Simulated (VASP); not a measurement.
Al15GaN16 (a cell with a defect):

```
CELL_PARAMETERS angstrom
6.25951 0.00000 0.00000
-3.12976 5.42090 0.00000
0.00000 0.00000 10.03481
ATOMIC_POSITIONS crystal
Al 0.33473 0.16727 0.24857
Al 0.33493 0.16725 0.75072
Al 0.16741 0.33480 0.99957
Al 0.33531 0.66836 0.24843
Al 0.16765 0.83522 0.49990
Al 0.33508 0.66883 0.75084
Al 0.16713 0.83462 0.99978
Al 0.83362 0.16672 0.24838
Al 0.66678 0.33435 0.49981
Al 0.83345 0.16728 0.75084
Al 0.66762 0.33506 0.99975
Al 0.83470 0.66737 0.24962
Al 0.66820 0.83405 0.50012
Al 0.83451 0.66747 0.74972
Al 0.66768 0.83442 0.99962
Ga 0.16627 0.33586 0.49937
N 0.33592 0.16604 0.43779
N 0.16886 0.33311 0.18955
N 0.33324 0.16895 0.94019
N 0.16892 0.33348 0.69510
N 0.33862 0.67807 0.43783
N 0.16859 0.83280 0.18909
N 0.33322 0.66966 0.94032
N 0.16903 0.83321 0.68967
N 0.82430 0.16378 0.43779
N 0.66921 0.33353 0.18905
N 0.83242 0.16878 0.94024
N 0.66882 0.33294 0.68958
N 0.83338 0.66863 0.43971
N 0.66949 0.83255 0.18886
N 0.83303 0.66897 0.93926
N 0.66906 0.83327 0.68995
```

Base run:

```yaml
Program: VASP 6.6.1
Functional: r2SCAN
Potentials_or_basis: VASP PAW PBE potentials, release 64 (Al, Ga_d, N)
Cutoff: 580 eV
k_mesh: 1 × 1 × 1, shifted
Occupations: fermi-dirac, width 0.01 eV
Spin: no spin polarisation
```

Its results: band gap on the k mesh 6.43 eV; pressure -4.1 GPa; largest force 0.031 eV/Å.

Q: The run is repeated on the same cell with these changes: functional from r2SCAN to HSE06; cutoff from 580 eV to 520 eV. What comes out?

A: Band gap on the k mesh 7.19 eV; pressure -5.1 GPa; largest force 0.123 eV/Å.

Caveats: the PAW data sets were made with another functional, which shifts forces and pressure a little.

A k mesh can miss the band edges.
